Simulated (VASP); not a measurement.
Crystal: GaSb3.

```
Ga Sb
1.0
     0.00000    3.73060    3.73060
     3.73060    0.00000    3.73060
     3.73060    3.73060    0.00000
Ga Sb
1 3
Cartesian
  0.0000 0.0000 0.0000
  1.8653 1.8653 1.8653
  5.5959 5.5959 5.5959
  3.7306 3.7306 3.7306
```

| Item | Value |
| --- | --- |
| Program | VASP 6.6.1 |
| Task | relaxation of cell and atoms |
| Functional | r2SCAN |
| Potentials or basis | VASP PAW PBE potentials, release 64 (Ga_d, Sb) |
| Cutoff | 600 eV |
| k mesh | 12 × 12 × 12 |
| Occupations | gaussian, width 0.1 eV |
| Spin | no spin polarisation |

At the start: pressure -1.5 GPa; volume 25.96 Å³/atom.

Q: Where does the relaxation end?

A: Over 3 steps the energy falls by 3.3 meV/atom and the volume is 25.27 Å³/atom (-2.7 %); space group Fm-3m (No. 225, to 0.1 Å) before and after.

Step by step:
```csv
step,energy change (eV),largest force (eV/Å),pressure (GPa),volume (Å³)
1,0.0000,0.0000,-1.48,103.84
2,-0.0118,0.0000,0.49,100.27
3,-0.0131,0.0000,0.00,101.09
```

Final structure:
```yaml
crystal:
  lattice:
    - [0.00000, 3.69733, 3.69733]
    - [3.69733, 0.00000, 3.69733]
    - [3.69733, 3.69733, 0.00000]
  atoms:
    - { symbol: Ga, position: [0.00000, 0.00000, 0.00000] }
    - { symbol: Sb, position: [0.25000, 0.25000, 0.25000] }
    - { symbol: Sb, position: [0.75000, 0.75000, 0.75000] }
    - { symbol: Sb, position: [0.50000, 0.50000, 0.50000] }
```

Caveat: the highest band is partly filled, so the run has too few bands; the PAW data sets were made with another functional, which shifts forces and pressure a little.
